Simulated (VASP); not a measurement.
A run of VASP 6.6.1 is set up as follows.

The input INCAR:

```
ALGO = Normal
EDIFF = 1E-6
ENCUT = 520
ISIF = 2
ISMEAR = 0
LASPH = T
LCHARG = T
LELF = T
LREAL = F
LVHAR = T
LWAVE = F
NBANDS = 24
NELM = 100
PREC = Accurate
SIGMA = 0.05
```

The input KPOINTS:

```
k-points
0
Gamma
  6 6 6
```

File POSCAR:

```
KMgF3
1.0
    3.9885460325      0.1035985982      0.1035985982
    0.1035985982      3.9885460325      0.1035985982
    0.1035985982      0.1035985982      3.9885460325
K Mg F
1 1 3
Direct
    0.5000000000      0.5000000000      0.5000000000
    0.0000000000      0.0000000000      0.0000000000
    0.5000000000      0.0000000000      0.0000000000
    0.0000000000      0.5000000000      0.0000000000
    0.0000000000      0.0000000000      0.5000000000
```

Potentials or basis: VASP PAW LDA potentials, release 64 (K_sv, Mg, F).

Run with:

```console
$ cat potpaw_LDA.64/K_sv/POTCAR potpaw_LDA.64/Mg/POTCAR potpaw_LDA.64/F/POTCAR > POTCAR
$ mpirun -np 1 vasp_std > vasp.out
```

Q: Predict the pressure.

A: -5.1 GPa.

Q: Estimate the band gap on the k mesh.

A: 6.86 eV (least direct gap 7.09 eV).

Stress tensor (GPa, compression positive):
```
-5.12 -2.30 -2.30
-2.30 -5.12 -2.30
-2.30 -2.30 -5.12
```

Caveat: the cell stands under tension. A k mesh can miss the band edges.
